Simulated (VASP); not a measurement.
MnSb:

```
Sb Mn
1.0
     0.00000    2.79502    2.79502
     2.79502    0.00000    2.79502
     2.79502    2.79502    0.00000
Sb Mn
1 1
Direct
  0.50000 0.50000 0.50000
  0.00000 0.00000 0.00000
```

* Program: VASP 6.6.1
* Task: relaxation of cell and atoms
* Functional: r2SCAN
* Potentials or basis: VASP PAW PBE potentials, release 64 (Sb, Mn_pv)
* Cutoff: 600 eV
* k mesh: 8 × 8 × 8
* Occupations: fermi-dirac, width 0.05 eV
* Spin: collinear spin, ferromagnetic start
* Starting moments: [0.0, 4.0] μB
* Hubbard terms: Mn d U = 6.0 eV

At the start: pressure 10.0 GPa; volume 21.83 Å³/atom.

Problem. Where does the relaxation end?

Solution. Over 4 steps the energy falls by 92.1 meV/atom and the volume is 25.26 Å³/atom (+15.7 %); space group Fm-3m (No. 225, to 0.1 Å) before and after; moment 4.18 μB per cell.

The path:
| step | energy change (eV) | largest force (eV/Å) | pressure (GPa) | volume (Å³) |
| --- | --- | --- | --- | --- |
| 1 | 0.0000 | 0.0000 | 9.99 | 43.67 |
| 2 | -0.1680 | 0.0000 | -2.14 | 52.86 |
| 3 | -0.1841 | 0.0000 | 0.14 | 50.37 |
| 4 | -0.1842 | 0.0000 | 0.00 | 50.51 |

Final structure:
```
CELL_PARAMETERS angstrom
0.00000 2.93401 2.93401
2.93401 0.00000 2.93401
2.93401 2.93401 0.00000
ATOMIC_POSITIONS crystal
Sb 0.50000 0.50000 0.50000
Mn 0.00000 0.00000 0.00000
```

Caveat: the volume moved by over 15 % at a fixed basis, so the end points are rough; the PAW data sets were made with another functional, which shifts forces and pressure a little; a cell with one magnetic atom can't hold antiferromagnetic order, which such compounds often take; the U is typed as a test and isn't derived for this compound.
